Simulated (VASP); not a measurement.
# GaSb (F-43m) in VASP: notebook

GaSb is run at these levels: PBEsol; tasks: single point, relaxation of cell and atoms.

Everything below comes from runs of VASP 6.6.1. Logs are shortened: lines on timing, memory, paths and dates and some standing lists are left out, and cuts for length are marked.

## 1. The cell of the first run

Symmetry: F-43m, No. 216, cubic system. The conventional cell has a = 6.231 Å, b = 6.231 Å, c = 6.231 Å, α = 90.00°, β = 90.00°, γ = 90.00°. Ga (site symmetry -43m) has 4 Sb at 2.70 Å within 3.6 Å. Sb (site symmetry -43m) has 4 Ga at 2.70 Å within 3.6 Å.

## 2. Single point, PBEsol (volume scaled by 1.06)

INCAR reads:

```
SYSTEM = GaSb
PREC = Accurate
ENCUT = 500
EDIFF = 1E-6
ISMEAR = 0
SIGMA = 0.1
LREAL = .FALSE.
LASPH = .TRUE.
NELM = 120
ALGO = Normal
ISIF = 2
LWAVE = .FALSE.
LCHARG = .TRUE.
GGA = PS
LELF = .TRUE.
LVHAR = .TRUE.
NBANDS = 16
GGA_COMPAT = .FALSE.
```

KPOINTS reads:

```
regular mesh
0
G
  12 12 12
  0 0 0
```

POSCAR reads:

```
GaSb
1.0
    0.0000000000      3.1155434910      3.1155434910
    3.1155434910      0.0000000000      3.1155434910
    3.1155434910      3.1155434910      0.0000000000
Ga Sb
1 1
Direct
    0.0000000000      0.0000000000      0.0000000000
    0.2500000000      0.2500000000      0.2500000000
```

Potentials or basis: VASP PAW PBE potentials, release 64 (Ga_d, Sb).

The run is started by

```console
> cat potpaw_PBE.64/Ga_d/POTCAR potpaw_PBE.64/Sb/POTCAR > POTCAR
> mpirun -np 1 vasp_std > vasp.out
```

OUTCAR:

```text
SYSTEM = GaSb
   PREC = Accurate
   ENCUT = 500
   EDIFF = 1E-6
   ISMEAR = 0
   LREAL = .FALSE.
   LASPH = .TRUE.
   NELM = 120
   ISIF = 2
   GGA = PS

 ion  position               nearest neighbor table
   1  0.000  0.000  0.000-   2 2.70   2 2.70   2 2.70   2 2.70
   2  0.250  0.250  0.250-   1 2.70   1 2.70   1 2.70   1 2.70

  LATTYP: Found a face centered cubic cell.
 ALAT       =     6.2310869820

  Lattice vectors:

 A1 = (   0.0000000000,   3.1155434910,   3.1155434910)
 A2 = (   3.1155434910,   0.0000000000,   3.1155434910)
 A3 = (   3.1155434910,   3.1155434910,   0.0000000000)

Analysis of symmetry for initial positions (statically):
=====================================================================
 Subroutine PRICEL returns:
 Original cell was already a primitive cell.

 Routine SETGRP: Setting up the symmetry group for a
 face centered cubic supercell.

 Subroutine GETGRP returns: Found 24 space group operations
 (whereof 24 operations were pure point group operations)
 out of a pool of 48 trial point group operations.

The static configuration has the point symmetry T_d .

Analysis of symmetry for dynamics (positions and initial velocities):
=====================================================================
 Subroutine PRICEL returns:
 Original cell was already a primitive cell.

 Routine SETGRP: Setting up the symmetry group for a
 face centered cubic supercell.

 Subroutine GETGRP returns: Found 24 space group operations
 (whereof 24 operations were pure point group operations)
 out of a pool of 48 trial point group operations.

The dynamic configuration has the point symmetry T_d .

 Subroutine INISYM returns: Found 24 space group operations
 (whereof 24 operations are pure point group operations),
 and found     1 'primitive' translations

----------------------------------------------------------------------------------------

                                     Primitive cell

  volume of cell :      60.4827

  direct lattice vectors                    reciprocal lattice vectors
     0.000000000  3.115543491  3.115543491    -0.160485643  0.160485643  0.160485643
     3.115543491  0.000000000  3.115543491     0.160485643 -0.160485643  0.160485643
     3.115543491  3.115543491  0.000000000     0.160485643  0.160485643 -0.160485643

  length of vectors
     4.406043859  4.406043859  4.406043859     0.277969287  0.277969287  0.277969287

  position of ions in fractional coordinates (direct lattice)
     0.000000000  0.000000000  0.000000000
     0.250000000  0.250000000  0.250000000

  ion indices of the primitive-cell ions
   primitive index   ion index
                 1           1
                 2           2

----------------------------------------------------------------------------------------

 KPOINTS: regular mesh

Automatic generation of k-mesh.
 Grid dimensions read from file:
 generate k-points for:   12   12   12

 Generating k-lattice:

  Cartesian coordinates                     Fractional coordinates (reciprocal lattice)
    -0.013373804  0.013373804  0.013373804     0.083333333  0.000000000  0.000000000
     0.013373804 -0.013373804  0.013373804     0.000000000  0.083333333  0.000000000
     0.013373804  0.013373804 -0.013373804     0.000000000  0.000000000  0.083333333

  Length of vectors
     0.023164107  0.023164107  0.023164107

  Shift w.r.t. Gamma in fractional coordinates (k-lattice)
     0.000000000  0.000000000  0.000000000

 Subroutine IBZKPT returns following result:
 ===========================================

 Found     72 irreducible k-points:

 Following reciprocal coordinates:
            Coordinates               Weight
  0.000000  0.000000  0.000000      1.000000
  0.083333  0.000000  0.000000      8.000000
  0.166667  0.000000  0.000000      8.000000
  0.250000  0.000000  0.000000      8.000000
  0.333333  0.000000  0.000000      8.000000
  0.416667  0.000000  0.000000      8.000000
[... 16 lines left out ...]
  0.500000  0.166667  0.000000     24.000000
 -0.416667  0.166667  0.000000     24.000000
 [... further k-points ...]
   k-points           NKPTS =     72   k-points in BZ     NKDIM =     72   number of bands    NBANDS=     16
   number of dos      NEDOS =    301   number of ions     NIONS =      2
   total plane-waves  NPLWV =  32768
   dimension x,y,z NGX =    32 NGY =   32 NGZ =   32
   dimension x,y,z NGXF=    64 NGYF=   64 NGZF=   64
   ions per type =               1   1
   NGX,Y,Z   is equivalent  to a cutoff of  12.07, 12.07, 12.07 a.u.
   NGXF,Y,Z  is equivalent  to a cutoff of  24.15, 24.15, 24.15 a.u.
 SYSTEM =  GaSb
   PREC   = accura    normal or accurate (medium, high low for compatibility)
   ISTART =      0    job   : 0-new  1-cont  2-samecut
   ICHARG =      2    charge: 1-file 2-atom 10-const
   ISPIN  =      1    spin polarized calculation?
   LNONCOLLINEAR =      F non collinear calculations
   LSORBIT =      F    spin-orbit coupling
   LASPH  =      T    aspherical Exc in radial PAW
   ENCUT  =  500.0 eV  36.75 Ry    6.06 a.u.   8.03  8.03  8.03*2*pi/ulx,y,z
   NELM   =    120;   NELMIN=  2; NELMDL= -5     # of ELM steps
   EDIFF  = 0.1E-05   stopping-criterion for ELM
   LREAL  =      F    real-space projection
   EDIFFG = 0.1E-04   stopping-criterion for IOM
   NSW    =      0    number of steps for IOM
   IBRION =     -1    ionic relax: 0-MD 1-quasi-New 2-CG
   NFREE  =      0    steps in history (QN), initial steepest desc. (CG)
   ISIF   =      2    stress and relaxation
   ISYM   =      2    0-nonsym 1-usesym 2-fastsym
   POTIM  = 0.5000    time-step for ionic-motion
   TEBEG  =    0.0;   TEEND  =   0.0 temperature during run
   PSTRESS=    0.0 pullay stress
   NELECT =      18.0000    total number of electrons
   NUPDOWN=      -1.0000    fix difference up-down
   EMIN   =  10.00;   EMAX   =-10.00  energy-range for DOS
   EFERMI =   0.00;   METHOD = LEGACY
   ISMEAR =     0;   SIGMA  =   0.10  broadening in eV -4-tet -1-fermi 0-gaus
   EFERMI_NEDOS =   21; number of points for ismear=-14 and -15
   IALGO  =     38    algorithm
   IMIX   =      4    mixing-type and parameters
     AMIX     =   0.40;   BMIX     =  1.00
     AMIX_MAG =   1.60;   BMIX_MAG =  1.00
  volume/ion in A,a.u.               =      30.24       204.08
  Fermi-wavevector in a.u.,A,eV,Ry     =   1.093004  2.065479 16.254313  1.194658
  Thomas-Fermi vector in A             =   2.229281
   LORBIT       =      0    0 simple, 1 ext, 2 COOP (PROOUT), +10 PAW based schemes
   GGA     = PS    functional components
   LHFCALC =     F    Hartree Fock is set to
   AEXX    =    0.0000 exact exchange contribution
   IVDW    =     0    specifies the selected vdW correction
   LEPSILON=     F    determine dielectric tensor
   LRPA    =     F    only Hartree local field effects (RPA)
 non-spin polarized calculation
 Gauss-broadening in eV      SIGMA  =   0.10
  energy-cutoff  :      500.00
  volume of cell :       60.48
 maximum number of plane-waves:      1572
   NGX = 17   NGY = 17   NGZ = 17

 number of electron      18.0000017 magnetization

 Free energy of the ion-electron system (eV)
  ---------------------------------------------------
  ext. energy  EPLUGINS =         0.00000000
  ---------------------------------------------------
  free energy    TOTEN  =        -8.12734759 eV

  energy without entropy =       -8.12720342  energy(sigma->0) =       -8.12727551

 E-fermi :   4.2360     XC(G=0):  -9.0304

 val. band max:        4.1867349562   @ k =   0.0000   0.0000   0.0000
 cond. band min:       4.4252922922   @ k =   0.5000   0.0000   0.0000
 fundamental gap:      0.2385573360
 Fermi energy:         4.2359985504

 k-point     1 :       0.0000    0.0000    0.0000
  band No.  band energies     occupation
      1     -10.7107      2.00000
      2     -10.7107      2.00000
      3     -10.7107      2.00000
      4     -10.6683      2.00000
      5     -10.6683      2.00000
      6      -6.9478      2.00000
[... 8 lines left out ...]
     15      12.6787      0.00000
     16      12.6787      0.00000

 k-point     2 :       0.0833    0.0000    0.0000
  band No.  band energies     occupation
      1     -10.7123      2.00000
      2     -10.7100      2.00000
      3     -10.7100      2.00000
      4     -10.6684      2.00000
      5     -10.6684      2.00000
      6      -6.8809      2.00000
[... 8 lines left out ...]
     15      12.1762      0.00000
     16      12.1762      0.00000

 k-point     3 :       0.1667    0.0000    0.0000
  band No.  band energies     occupation
      1     -10.7164      2.00000
      2     -10.7082      2.00000
      3     -10.7082      2.00000
      4     -10.6685      2.00000
      5     -10.6685      2.00000
      6      -6.6844      2.00000
[... 8 lines left out ...]
     15      11.7146      0.00000
     16      11.7146      0.00000

 k-point     4 :       0.2500    0.0000    0.0000
  band No.  band energies     occupation
      1     -10.7221      2.00000
      2     -10.7059      2.00000
      3     -10.7059      2.00000
      4     -10.6686      2.00000
      5     -10.6686      2.00000
      6      -6.3741      2.00000
[... 8 lines left out ...]
     15      11.6837      0.00000
     16      11.6837      0.00000
[... 324 lines left out ...]
 k-point    22 :       0.4167    0.1667    0.0000
  band No.  band energies     occupation
      1     -10.7338      2.00000
      2     -10.7006      2.00000
      3     -10.6994      2.00000
      4     -10.6713      2.00000
      5     -10.6670      2.00000
      6      -5.6413      2.00000
[... 8 lines left out ...]
     15      13.0419      0.00000
     16      13.8678      0.00000

 k-point    23 :       0.5000    0.1667    0.0000
  band No.  band energies     occupation
      1     -10.7358      2.00000
      2     -10.7000      2.00000
      3     -10.6987      2.00000
      4     -10.6705      2.00000
      5     -10.6674      2.00000
      6      -5.3279      2.00000
[... 8 lines left out ...]
     15      13.6094      0.00000
     16      13.9049      0.00000

 k-point    24 :      -0.4167    0.1667    0.0000
  band No.  band energies     occupation
      1     -10.7357      2.00000
      2     -10.6999      2.00000
      3     -10.6992      2.00000
      4     -10.6695      2.00000
      5     -10.6683      2.00000
      6      -5.2772      2.00000
[... 8 lines left out ...]
     15      12.7150      0.00000
     16      13.0845      0.00000

 [... further k-points ...]
[... 5 lines left out ...]
  --------------------------------------------------------------------------------------
  -------------------------------------------------------------------------------------
  Total       -0.9604409     -0.9604409     -0.9604409      0.0000000      0.0000000      0.0000000
  in kB      -25.4419128    -25.4419128    -25.4419128      0.0000000      0.0000000      0.0000000
  external PRESSURE =     -25.4419128 kB  Pullay stress =       0.0000000 kB

 VOLUME and BASIS-vectors are now :
 -----------------------------------------------------------------------------
  energy-cutoff  :      500.00
  volume of cell :       60.48
      direct lattice vectors                 reciprocal lattice vectors
     0.000000000  3.115543491  3.115543491    -0.160485643  0.160485643  0.160485643
     3.115543491  0.000000000  3.115543491     0.160485643 -0.160485643  0.160485643
     3.115543491  3.115543491  0.000000000     0.160485643  0.160485643 -0.160485643

 POSITION                                       TOTAL-FORCE (eV/Angst)
 -----------------------------------------------------------------------------------
      0.00000      0.00000      0.00000        -0.000000      0.000000      0.000000
      1.55777      1.55777      1.55777         0.000000     -0.000000     -0.000000
 -----------------------------------------------------------------------------------
    total drift:                                0.000001      0.000001      0.000001

  FREE ENERGIE OF THE ION-ELECTRON SYSTEM (eV)
  ---------------------------------------------------
  free  energy   TOTEN  =        -8.1273475924 eV

  energy  without entropy=       -8.1272034191  energy(sigma->0) =       -8.12727551
```

Wall time 46 s (1 thread of Intel Xeon Platinum 8259CL at 2.50GHz (Skylake/Cascade Lake), shared host); peak memory 0.22 GiB.

What came out:

- Free energy: -8.1273 eV
- Pressure: -2.5 GPa
- Band gap on the k mesh: zero (filled and empty bands touch)

Caveat: the PAW data sets were made with another functional, which shifts forces and pressure a little; spin-orbit coupling is left out, which moves the levels of the heavy elements.

(Continued in part 2 of 2.)
